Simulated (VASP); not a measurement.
# SiP7 (R3m) in VASP: notebook

SiP7 is run at these levels: PBE; tasks: single point, relaxation of cell and atoms.

All numbers are computed with VASP 6.6.1; they aren't measurements. Logs are shortened: lines on timing, memory, paths and dates and some standing lists are left out, and cuts for length are marked.

## Step 1: The cell of the first run

It takes space group R3m (No. 160, trigonal). The conventional cell has a = 6.926 Å, b = 6.926 Å, c = 9.381 Å, α = 90.00°, β = 90.00°, γ = 120.00°. Si (site symmetry 3m) has 6 P at 2.38 to 2.73 Å within 3.1 Å. P (site symmetry m) has 6 P at 2.28 to 2.84 Å within 3.0 Å. P (site symmetry 3m) has 6 P at 2.32 to 2.80 Å within 3.1 Å. P (site symmetry m) has 4 P at 2.28 to 2.84 Å and 2 Si at 2.38 to 2.73 Å within 3.0 Å.

## Step 2: Single point, PBE

The input, INCAR:

```
ALGO = Normal
EDIFF = 1E-6
ENCUT = 520
GGA = PE
ISIF = 2
ISMEAR = 0
LASPH = True
LCHARG = False
LREAL = False
LWAVE = False
NBANDS = 30
NELM = 80
PREC = Accurate
SIGMA = 0.2
```

The input, KPOINTS:

```
k-points
0
Gamma
  3 3 3
```

The input, POSCAR:

```
SiP7
1.0
    3.4630930696      1.9994177160      3.1271007868
   -3.4630930696      1.9994177160      3.1271007868
    0.0000000000     -3.9988354319      3.1271007868
Si P
1 7
Direct
    0.0188477187      0.0188477187      0.0188477187
    0.5062431584      0.0075791670      0.5062431584
    0.5494875357      0.5494875357      0.5494875357
    0.0075791670      0.5062431584      0.5062431584
    0.5062431584      0.5062431584      0.0075791670
    0.0550252426      0.5485487765      0.0550252426
    0.5485487765      0.0550252426      0.0550252426
    0.0550252426      0.0550252426      0.5485487765
```

Potentials or basis: VASP PAW PBE potentials, release 64 (Si, P).

Run with:

```bash
> cat potpaw_PBE.64/Si/POTCAR potpaw_PBE.64/P/POTCAR > POTCAR
> mpirun -np 1 vasp_std > vasp.out
```

OUTCAR:

```text
EDIFF = 1E-6
   ENCUT = 520
   GGA = PE
   ISIF = 2
   ISMEAR = 0
   LASPH = True
   LREAL = False
   NELM = 80
   PREC = Accurate

 ion  position               nearest neighbor table
   1  0.019  0.019  0.019-   8 2.38   7 2.38   6 2.38   8 2.73   7 2.73   6 2.73
   2  0.506  0.008  0.506-   7 2.28   8 2.28   3 2.32   3 2.80   7 2.84   8 2.84
   3  0.549  0.549  0.549-   5 2.32   4 2.32   2 2.32   5 2.80   2 2.80   4 2.80
   4  0.008  0.506  0.506-   6 2.28   8 2.28   3 2.32   3 2.80   6 2.84   8 2.84
   5  0.506  0.506  0.008-   6 2.28   7 2.28   3 2.32   3 2.80   6 2.84   7 2.84
   6  0.055  0.549  0.055-   4 2.28   5 2.28   1 2.38   1 2.73   4 2.84   5 2.84
   7  0.549  0.055  0.055-   2 2.28   5 2.28   1 2.38   1 2.73   2 2.84   5 2.84
   8  0.055  0.055  0.549-   2 2.28   4 2.28   1 2.38   1 2.73   4 2.84   2 2.84

  LATTYP: Found a trigonal (rhomboedric) cell.
 ALAT       =     5.0763613093
 COS(alpha) =     0.0692066509

  Lattice vectors:

 A1 = (   3.4630930696,   1.9994177160,   3.1271007868)
 A2 = (  -3.4630930696,   1.9994177160,   3.1271007868)
 A3 = (   0.0000000000,  -3.9988354319,   3.1271007868)

Analysis of symmetry for initial positions (statically):
=====================================================================
 Subroutine PRICEL returns:
 Original cell was already a primitive cell.

 Routine SETGRP: Setting up the symmetry group for a
 trigonal (rhombohedral) supercell.

 Subroutine GETGRP returns: Found  6 space group operations
 (whereof  6 operations were pure point group operations)
 out of a pool of 12 trial point group operations.

The static configuration has the point symmetry C_3v.

Analysis of symmetry for dynamics (positions and initial velocities):
=====================================================================
 Subroutine PRICEL returns:
 Original cell was already a primitive cell.

 Routine SETGRP: Setting up the symmetry group for a
 trigonal (rhombohedral) supercell.

 Subroutine GETGRP returns: Found  6 space group operations
 (whereof  6 operations were pure point group operations)
 out of a pool of 12 trial point group operations.

The dynamic configuration has the point symmetry C_3v.

 Subroutine INISYM returns: Found  6 space group operations
 (whereof  6 operations are pure point group operations),
 and found     1 'primitive' translations

----------------------------------------------------------------------------------------

                                     Primitive cell

  volume of cell :     129.9155

  direct lattice vectors                    reciprocal lattice vectors
     3.463093070  1.999417716  3.127100787     0.144379602  0.083357602  0.106595008
    -3.463093070  1.999417716  3.127100787    -0.144379602  0.083357602  0.106595008
     0.000000000 -3.998835432  3.127100787     0.000000000 -0.166715204  0.106595008

  length of vectors
     5.076361309  5.076361309  5.076361309     0.197879901  0.197879901  0.197879901

  position of ions in fractional coordinates (direct lattice)
     0.018847719  0.018847719  0.018847719
     0.506243158  0.007579167  0.506243158
     0.549487536  0.549487536  0.549487536
     0.007579167  0.506243158  0.506243158
     0.506243158  0.506243158  0.007579167
     0.055025243  0.548548776  0.055025243
     0.548548776  0.055025243  0.055025243
     0.055025243  0.055025243  0.548548776

  ion indices of the primitive-cell ions
   primitive index   ion index
                 1           1
                 2           2
                 3           3
                 4           4
                 5           5
                 6           6
                 7           7
                 8           8

----------------------------------------------------------------------------------------

 KPOINTS: k-points

Automatic generation of k-mesh.
 Grid dimensions read from file:
 generate k-points for:    3    3    3

 Generating k-lattice:

  Cartesian coordinates                     Fractional coordinates (reciprocal lattice)
     0.048126534  0.027785867  0.035531669     0.333333333 -0.000000000  0.000000000
    -0.048126534  0.027785867  0.035531669    -0.000000000  0.333333333  0.000000000
     0.000000000 -0.055571735  0.035531669     0.000000000  0.000000000  0.333333333

  Length of vectors
     0.065959967  0.065959967  0.065959967

  Shift w.r.t. Gamma in fractional coordinates (k-lattice)
     0.000000000  0.000000000  0.000000000

 Subroutine IBZKPT returns following result:
 ===========================================

 Found      6 irreducible k-points:

 Following reciprocal coordinates:
            Coordinates               Weight
  0.000000  0.000000  0.000000      1.000000
  0.333333 -0.000000 -0.000000      6.000000
  0.333333  0.333333 -0.000000      6.000000
 -0.333333  0.333333  0.000000      6.000000
  0.333333  0.333333  0.333333      2.000000
 -0.333333  0.333333  0.333333      6.000000
[... 43 lines left out ...]
   GGA     = PE    functional components
   LHFCALC =     F    Hartree Fock is set to
   AEXX    =    0.0000 exact exchange contribution
   IVDW    =     0    specifies the selected vdW correction
   LEPSILON=     F    determine dielectric tensor
   LRPA    =     F    only Hartree local field effects (RPA)
 non-spin polarized calculation
 Gauss-broadening in eV      SIGMA  =   0.20
  energy-cutoff  :      520.00
  volume of cell :      129.92
 maximum number of plane-waves:      3509
 NGX is ok and might be reduce to    40
   NGX = 19   NGY = 19   NGZ = 19

 number of electron      39.0000004 magnetization

 Free energy of the ion-electron system (eV)
  ---------------------------------------------------
  ext. energy  EPLUGINS =         0.00000000
  ---------------------------------------------------
  free energy    TOTEN  =       -43.16506323 eV

  energy without entropy =      -43.13564424  energy(sigma->0) =      -43.15035373

 E-fermi :   8.5194     XC(G=0): -10.7058

 val. band max:        8.3002235242   @ k =   0.3333  -0.0000  -0.0000
 cond. band min:       8.6476094544   @ k =  -0.3333   0.3333   0.3333
 fundamental gap:      0.3473859302
 Fermi energy:         8.5194271756

 k-point     1 :       0.0000    0.0000    0.0000
  band No.  band energies     occupation
      1      -7.3613      2.00000
      2      -3.8853      2.00000
      3      -3.8853      2.00000
      4      -3.0286      2.00000
      5      -0.9037      2.00000
      6      -0.9037      2.00000
[... 22 lines left out ...]
     29      15.0326      0.00000
     30      15.5871      0.00000

 k-point     2 :       0.3333   -0.0000   -0.0000
  band No.  band energies     occupation
      1      -6.8292      2.00000
      2      -5.2102      2.00000
      3      -3.5702      2.00000
      4      -2.8949      2.00000
      5      -1.3638      2.00000
      6      -0.7487      2.00000
[... 22 lines left out ...]
     29      14.0465      0.00000
     30      14.4600      0.00000

 k-point     3 :       0.3333    0.3333   -0.0000
  band No.  band energies     occupation
      1      -6.4065      2.00000
      2      -4.6643      2.00000
      3      -4.5312      2.00000
      4      -3.5371      2.00000
      5      -1.3237      2.00000
      6      -0.8747      2.00000
[... 22 lines left out ...]
     29      12.9881      0.00000
     30      13.2452      0.00000

 k-point     4 :      -0.3333    0.3333    0.0000
  band No.  band energies     occupation
      1      -6.2100      2.00000
      2      -5.1946      2.00000
      3      -4.6233      2.00000
      4      -2.7657      2.00000
      5      -2.1029      2.00000
      6      -0.3204      2.00000
[... 22 lines left out ...]
     29      12.8367      0.00000
     30      13.2455      0.00000

 k-point     5 :       0.3333    0.3333    0.3333
  band No.  band energies     occupation
      1      -6.1489      2.00000
      2      -4.1894      2.00000
      3      -4.1894      2.00000
      4      -3.5339      2.00000
      5      -2.2802      2.00000
      6      -2.2802      2.00000
[... 22 lines left out ...]
     29      11.3044      0.00000
     30      11.7540      0.00000

 k-point     6 :      -0.3333    0.3333    0.3333
  band No.  band energies     occupation
      1      -5.7144      2.00000
      2      -5.1093      2.00000
      3      -4.2871      2.00000
      4      -3.5937      2.00000
      5      -2.0409      2.00000
      6      -1.7118      2.00000
[... 22 lines left out ...]
     29      11.9599      0.00000
     30      12.4257      0.00000

------------------------ aborting loop because EDIFF is reached ----------------------------------------

  FORCE on cell =-STRESS in cart. coord.  units (eV):
  Direction    XX          YY          ZZ          XY          YZ          ZX
  --------------------------------------------------------------------------------------
  -------------------------------------------------------------------------------------
  Total       -0.0197785     -0.0197785     -0.1338474      0.0000000     -0.0000000      0.0000000
  in kB       -0.2439176     -0.2439176     -1.6506683      0.0000000     -0.0000000      0.0000000
  external PRESSURE =      -0.7128345 kB  Pullay stress =       0.0000000 kB

 VOLUME and BASIS-vectors are now :
 -----------------------------------------------------------------------------
  energy-cutoff  :      520.00
  volume of cell :      129.92
      direct lattice vectors                 reciprocal lattice vectors
     3.463093070  1.999417716  3.127100787     0.144379602  0.083357602  0.106595008
    -3.463093070  1.999417716  3.127100787    -0.144379602  0.083357602  0.106595008
     0.000000000 -3.998835432  3.127100787     0.000000000 -0.166715204  0.106595008

 POSITION                                       TOTAL-FORCE (eV/Angst)
 -----------------------------------------------------------------------------------
      0.00000      0.00000      0.17682         0.000000     -0.000000     -0.025038
      1.72692     -0.99704      3.18985        -0.025089      0.014485     -0.053700
      0.00000      0.00000      5.15491         0.000000      0.000000      0.015477
     -1.72692     -0.99704      3.18985         0.025089      0.014485     -0.053700
      0.00000      1.99408      3.18985         0.000000     -0.028970     -0.053700
     -1.70912      0.98676      2.05951        -0.002889      0.001668      0.056887
      1.70912      0.98676      2.05951         0.002889      0.001668      0.056887
      0.00000     -1.97352      2.05951         0.000000     -0.003336      0.056887
 -----------------------------------------------------------------------------------
    total drift:                                0.000000     -0.000000     -0.000542

  FREE ENERGIE OF THE ION-ELECTRON SYSTEM (eV)
  ---------------------------------------------------
  free  energy   TOTEN  =       -43.1650632340 eV

  energy  without entropy=      -43.1356442352  energy(sigma->0) =      -43.15035373
```

Wall time 13 s (1 thread of AMD EPYC 9R45 (Zen 5), shared host); peak memory 0.2 GiB.

What came out:

```
Free energy   : -43.1651 eV
Pressure      : -0.1 GPa
Largest force : 0.061 eV/Å
```

Forces in eV/Å, atoms in the order of the input:
```
Si   0.000  0.000 -0.025
P   -0.025  0.014 -0.054
P    0.000  0.000  0.015
P    0.025  0.014 -0.054
P    0.000 -0.029 -0.054
P   -0.003  0.002  0.057
P    0.003  0.002  0.057
P    0.000 -0.003  0.057
```

Caveat: the k points lie up to 0.41 Å⁻¹ apart.

## Step 3: Relaxation of cell and atoms, PBE

This run uses another cell than the first one, of 18.55 Å³/atom, 1.142 times its volume.

The input, INCAR:

```
PREC = Accurate
ENCUT = 600
EDIFF = 1E-6
ISMEAR = 0
SIGMA = 0.2
LREAL = F
LASPH = T
NELM = 100
ALGO = Normal
ISIF = 3
LWAVE = F
LCHARG = F
GGA = PE
IBRION = 2
NSW = 36
EDIFFG = -0.08
```

The input, KPOINTS:

```
Automatic mesh
0
Gamma
  3 3 3
```

The input, POSCAR:

```
SiP7
1.0
    3.3000000000      1.9052558900      3.9333333300
   -3.3000000000      1.9052558900      3.9333333300
    0.0000000000     -3.8105117800      3.9333333300
Si P
1 7
Direct
    0.0000000000      0.0000000000      0.0000000000
    0.5000000000      0.0000000000      0.5000000000
    0.5620000000      0.5620000000      0.5620000000
    0.0000000000      0.5000000000      0.5000000000
    0.5000000000      0.5000000000      0.0000000000
    0.0616667000      0.5616666000      0.0616667000
    0.5616666000      0.0616667000      0.0616667000
    0.0616667000      0.0616667000      0.5616666000
```

Potentials or basis: VASP PAW PBE potentials, release 64 (Si, P).

Run with:

```bash
> cat potpaw_PBE.64/Si/POTCAR potpaw_PBE.64/P/POTCAR > POTCAR
> mpirun -np 1 vasp_std > vasp.out
```

Run time: 4.9 min. Hardware: 1 thread of AMD EPYC 9R45 (Zen 5), shared host; peak memory 0.29 GiB.

It converged, with:

* Free energy: -43.1645 eV
* Relaxed volume: 16.23 Å³/atom
* Relaxed cell: a = 5.075 Å, b = 5.075 Å, c = 5.075 Å, α = 86.22°, β = 86.22°, γ = 86.22°
* Space group after relaxing (to 0.05 Å): R3m (No. 160)
* Energy gained by relaxing: 105.5 meV/atom
* Ionic steps: 20
* Pressure after relaxing: -0.2 GPa
* Largest force after relaxing: 0.066 eV/Å

Forces in eV/Å, atoms in the order of the input:
```
Si   0.000  0.000 -0.048
P   -0.051  0.029 -0.023
P    0.000  0.000  0.026
P    0.051  0.029 -0.023
P    0.000 -0.059 -0.023
P    0.051 -0.030  0.030
P   -0.051 -0.030  0.030
P    0.000  0.059  0.030
```

Stress tensor (GPa, compression positive):
```
-0.32  0.00  0.00
 0.00 -0.32  0.00
 0.00  0.00  0.15
```

The path:
| step | energy change (eV) | largest force (eV/Å) | pressure (GPa) | volume (Å³) |
| --- | --- | --- | --- | --- |
| 1 | 0.0000 | 0.8590 | 1.81 | 148.38 |
| 2 | -0.2620 | 0.4390 | 0.14 | 152.81 |
| 3 | -0.2624 | 0.4782 | 0.06 | 153.00 |
| 4 | -0.2975 | 0.2002 | -1.39 | 153.58 |
| 5 | -0.3073 | 0.1854 | -2.64 | 154.10 |
| 6 | -0.3224 | 0.1996 | -2.72 | 153.55 |
| 7 | -0.3729 | 0.2492 | -2.95 | 151.88 |
| 8 | -0.4878 | 0.3468 | -3.26 | 148.49 |
| 9 | -0.6623 | 0.5397 | -3.01 | 141.48 |
| 10 | -0.3511 | 1.0485 | 1.84 | 126.53 |
| 11 | -0.6873 | 0.6489 | -2.26 | 139.29 |
| 12 | -0.6948 | 0.7081 | -1.98 | 137.50 |
| 13 | -0.7688 | 0.6114 | -0.43 | 132.84 |
| 14 | -0.7869 | 0.5403 | 1.16 | 129.03 |
| 15 | -0.8243 | 0.2684 | -0.23 | 129.67 |
| 16 | -0.8271 | 0.3035 | -0.71 | 129.91 |
| 17 | -0.8386 | 0.1996 | 0.15 | 128.95 |
| 18 | -0.8394 | 0.1641 | 0.44 | 128.64 |
| 19 | -0.8423 | 0.1108 | 0.16 | 129.19 |
| 20 | -0.8437 | 0.0664 | -0.16 | 129.86 |

Final structure:
```
CELL_PARAMETERS angstrom
3.46788 2.00218 3.11716
-3.46788 2.00218 3.11716
0.00000 -4.00437 3.11716
ATOMIC_POSITIONS crystal
Si 0.02066 0.02066 0.02066
P 0.50614 0.00628 0.50614
P 0.54837 0.54837 0.54837
P 0.00628 0.50614 0.50614
P 0.50614 0.50614 0.00628
P 0.05463 0.55017 0.05463
P 0.55017 0.05463 0.05463
P 0.05463 0.05463 0.55017
```

Levels at points of the mesh, in eV from the Fermi level:
```
           k point  band 15  band 16  band 17  band 18  band 19  band 20  band 21  band 22  band 23  band 24
(0.00, 0.00, 0.00)    -4.60    -4.60    -2.49    -2.15    -2.04    -2.04     0.58     0.58     0.73     2.30
```

Caveat: the k points lie up to 0.41 Å⁻¹ apart in the final cell; the relaxation stopped at a loose force limit of 0.08 eV/Å, so its end isn't a converged minimum.

## Step 4: Single point, PBE

This run uses another cell than the first one, of 16.58 Å³/atom, 1.021 times its volume.

The input, INCAR:

```
PREC     = Accurate       # precision mode
ENCUT    = 520            # plane-wave cutoff, eV
EDIFF    = 1E-6           # SCF threshold, eV
ISMEAR   = 0              # smearing method
SIGMA    = 0.1            # smearing width, eV
LREAL    = False          # projectors in reciprocal space
LASPH    = True           # aspherical terms in the spheres
NELM     = 60             # most SCF steps
ALGO     = Normal         # electronic algorithm
ISIF     = 2              # what is computed and relaxed
LWAVE    = False          # write WAVECAR
LCHARG   = False          # write CHGCAR
GGA      = PE             # functional
NBANDS   = 30             # bands
```

The input, KPOINTS:

```
regular mesh
0
Gamma
  6 6 6
```

The input, POSCAR:

```
SiP7
1.0
    3.4631987610      1.9994787369      3.1931516725
   -3.4631987610      1.9994787369      3.1931516725
    0.0000000000     -3.9989574738      3.1931516726
Si P
1 7
Direct
    0.0166076828      0.0166076828      0.0166076828
    0.5036277271      0.0077450475      0.5036277271
    0.5510783724      0.5510783724      0.5510783724
    0.0077450475      0.5036277271      0.5036277271
    0.5036277271      0.5036277271      0.0077450475
    0.0570403689      0.5502327052      0.0570403689
    0.5502327052      0.0570403689      0.0570403689
    0.0570403689      0.0570403689      0.5502327052
```

Run with:

```bash
> cat potpaw_PBE.64/Si/POTCAR potpaw_PBE.64/P/POTCAR > POTCAR
> mpirun -np 1 vasp_std > vasp.out
```

Wall time 67 s (1 thread of AMD EPYC 9R45 (Zen 5), shared host); peak memory 0.25 GiB.

Results (log left out):

```yaml
Free_energy: -42.7848 eV
Pressure: -0.2 GPa
Largest_force: 0.054 eV/Å
```

Forces in eV/Å, atoms in the order of the input:
```
Si   0.000  0.000 -0.028
P   -0.005  0.003 -0.054
P    0.000  0.000  0.048
P    0.005  0.003 -0.054
P    0.000 -0.006 -0.054
P    0.013 -0.008  0.047
P   -0.013 -0.008  0.047
P    0.000  0.015  0.047
```

Stress tensor (GPa, compression positive):
```
-0.31  0.00  0.00
 0.00 -0.31  0.00
 0.00  0.00 -0.11
```

Levels at points of the mesh, in eV from the Fermi level:
| k point | band 15 | band 16 | band 17 | band 18 | band 19 | band 20 | band 21 | band 22 | band 23 | band 24 |
| --- | --- | --- | --- | --- | --- | --- | --- | --- | --- | --- |
| (0.00, 0.00, 0.00) | -4.48 | -4.48 | -2.61 | -2.45 | -2.02 | -2.02 | 0.61 | 0.61 | 0.69 | 2.18 |
| (0.50, 0.00, 0.00) | -4.01 | -3.22 | -2.16 | -1.94 | -1.24 | -0.20 | 1.32 | 1.76 | 1.79 | 1.89 |
| (0.50, 0.50, 0.00) | -2.55 | -2.50 | -1.86 | -1.84 | -0.41 | -0.26 | 1.06 | 1.29 | 1.62 | 1.75 |
| (0.50, 0.50, 0.50) | -1.79 | -1.79 | -0.29 | -0.29 | -0.03 | 0.20 | 0.21 | 0.21 | 0.42 | 0.42 |

## Step 5: The runs side by side

| task | cell | k mesh | cutoff (eV) | smearing | gap on the mesh (eV) | pressure (GPa) | largest force (eV/Å) |
| --- | --- | --- | --- | --- | --- | --- | --- |
| single point | a = 5.076 Å, angles 86.0°, 8 atoms | 3 × 3 × 3 | 520 | gaussian 0.2 eV | none | -0.1 | 0.06 |
| relaxation of cell and atoms | relaxed from a = 5.476 Å, angles 74.1°, 8 atoms | 3 × 3 × 3 | 600 | gaussian 0.2 eV | none | -0.2 | 0.07 |
| single point | a = 5.117 Å, angles 85.2°, 8 atoms | 6 × 6 × 6 | 520 | gaussian 0.1 eV | none | -0.2 | 0.05 |

Alike in all rows: level PBE; potentials or basis VASP PAW PBE potentials, release 64 (Si, P); no spin polarisation.

Caveats: some runs use coarse meshes; the relaxation stopped at a loose force limit of 0.08 eV/Å, so its end isn't a converged minimum (some runs).

Absolute energies hang on the potentials; compare differences alone.
